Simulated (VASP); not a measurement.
Write the native input for VASP 6.6.1 that does the following.

* Task: relaxation of cell and atoms
* Functional: PBE
* Potentials or basis: VASP PAW PBE potentials, release 64 (Ti_sv, Al)
* Cutoff: 600 eV
* k mesh: 14 × 14 × 14
* Occupations: gaussian, width 0.1 eV
* Spin: no spin polarisation
* Dipole correction: no
* Further INCAR settings: ALGO = Normal; EDIFF = 1e-06; IBRION = 2; EDIFFG = -0.01; NSW = 80; ISIF = 3

The structure of TiAl lies in POSCAR:

```
TiAl
1.0
    0.0000000000      2.5907471371      2.5907471371
    2.5907471371      0.0000000000      2.5907471371
    2.5907471371      2.5907471371      0.0000000000
Ti Al
1 1
Direct
    0.0000000000      0.0000000000      0.0000000000
    0.5000000000      0.5000000000      0.5000000000
```

One way to write it, as run:

INCAR

```
ALGO     = Normal         # electronic algorithm
EDIFF    = 1E-6           # SCF threshold, eV
EDIFFG   = -0.01          # ionic threshold
ENCUT    = 600            # plane-wave cutoff, eV
GGA      = PE             # functional
IBRION   = 2              # ionic algorithm
ISIF     = 3              # what is computed and relaxed
ISMEAR   = 0              # smearing method
LASPH    = True           # aspherical terms in the spheres
LCHARG   = False          # write CHGCAR
LREAL    = False          # projectors in reciprocal space
LWAVE    = False          # write WAVECAR
NELM     = 60             # most SCF steps
NSW      = 80             # ionic steps
PREC     = Accurate       # precision mode
SIGMA    = 0.1            # smearing width, eV
```

KPOINTS

```
k-points
0
Gamma
  14 14 14
```

Potentials or basis: VASP PAW PBE potentials, release 64 (Ti_sv, Al).

Launch:

```bash
$ cat potpaw_PBE.64/Ti_sv/POTCAR potpaw_PBE.64/Al/POTCAR > POTCAR
$ mpirun -np 1 vasp_std > vasp.out
```

It gave:

```
Relaxed volume                         : 18.51 Å³/atom
Relaxed cell                           : a = 3.741 Å, b = 3.741 Å, c = 3.741 Å, α = 60.00°, β = 60.00°, γ = 60.00°
Space group after relaxing (to 0.05 Å) : Fm-3m (No. 225)
Energy gained by relaxing              : 19.1 meV/atom
Ionic steps                            : 3
Pressure after relaxing                : 0.0 GPa
```

Run time: 64 s on 1 thread of AMD EPYC 9R45 96-Core Processor (Zen 5), on a shared host, peak memory 0.18 GiB.
